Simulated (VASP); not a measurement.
A run of VASP 6.6.1:

The input INCAR:

```
  PREC = Accurate
  ENCUT = 520
  EDIFF = 1E-6
  ISMEAR = -1
  SIGMA = 0.1
  LREAL = F
  LASPH = T
  NELM = 100
  ALGO = Normal
  ISIF = 2
  LWAVE = F
  LCHARG = F
  GGA = CA
  NBANDS = 20
```

File KPOINTS:

```
regular mesh
0
Gamma
  17 17 9
```

The input POSCAR:

```
Mn
1.0
   -1.3956974807      1.6983759599      1.2448668666
    1.6983759599     -1.3956974807      1.2448668666
    2.8383180767      2.8383180767     -0.6905106775
Mn
2
Direct
    0.0416635149      0.9583364851      0.0000000000
    0.7083364851      0.2916635149      0.5000000000
```

Potentials or basis: VASP PAW LDA potentials, release 64 (Mn_pv).

Launch:

```console
$ cat potpaw_LDA.64/Mn_pv/POTCAR > POTCAR
$ mpirun -np 1 vasp_std > vasp.out
```

Hardware: 1 thread of Intel(R) Xeon(R) 6975P-C (Granite Rapids), with other jobs on the host.

Q: Estimate the wall time of this run.

A: It took 93 s on 1 thread of Intel(R) Xeon(R) 6975P-C (Granite Rapids), with other jobs on the host, peak memory 0.33 GiB. Counts: scf iterations 12, k points 693.
